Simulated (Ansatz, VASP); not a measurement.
# Two plane-wave programs on SrO

Contents of INCAR:

```
  PREC = Accurate
  ENCUT = 520
  EDIFF = 1E-7
  ISMEAR = 0
  SIGMA = 0.05
  LREAL = False
  LASPH = True
  NELM = 60
  ALGO = Normal
  ISIF = 2
  LWAVE = False
  LCHARG = True
  GGA = PS
  LELF = True
  LVHAR = True
  NBANDS = 15
```

KPOINTS

```
Automatic mesh
0
Gamma
  8 8 8
```

File POSCAR:

```
SrO
1.0
    0.0192735000      2.5698000000      2.5698000000
    2.5890735000      0.0000000000      2.5890735000
    2.5698000000      2.5698000000      0.0192735000
Sr O
1 1
Direct
    0.0000000000      0.0000000000      0.0000000000
    0.5000000000      0.5000000000      0.5000000000
```

Input for Ansatz:

```yaml
crystal:
  lattice:
    - [0.0192735, 2.5698, 2.5698]
    - [2.5890735, 0.0, 2.5890735]
    - [2.5698, 2.5698, 0.0192735]
  atoms:
    - { symbol: Sr, position: [0.0, 0.0, 0.0] }
    - { symbol: O, position: [0.5, 0.5, 0.5] }
basis:
  ecutwfc: 420
kpoints:
  mp_grid: { grid: [8, 8, 8] }
hamiltonian:
  xc: pbesol
scf:
  occupations: { method: gaussian, width: 0.05 }
output:
  forces: true
  stress: true
  eigenvalues: true
```

Change from the starting cell: strain +0.0150 x Voigt [0, 0, 0, 0, 1, 0], atoms carried along.

Alike in both runs: task single point; functional PBEsol; k mesh 8 × 8 × 8; occupations gaussian, width 0.05 eV; no spin polarisation.

```csv
,VASP,Ansatz
version,VASP 6.6.1,Ansatz 0.2.0
potentials or method,"VASP PAW PBE potentials, release 64 (Sr_sv, O), cutoff 520 eV","scalar-relativistic, plane waves, PAW"
valence electrons in the cell,16,16
```

|  | VASP | Ansatz | Ansatz less VASP |
| --- | --- | --- | --- |
| gap on the k mesh at the Fermi level (eV) | 3.14 | 3.18 | +0.048 |
| least direct gap on the mesh (eV) | 3.22 | 3.26 | +0.038 |
| pressure (GPa) | -0.3 | -0.9 | -0.61 |
| traceless stress, the component that is largest in VASP (GPa) | -0.82 | -0.82 | 0.000 |

VASP's potentials were made for PBE, not for PBEsol.
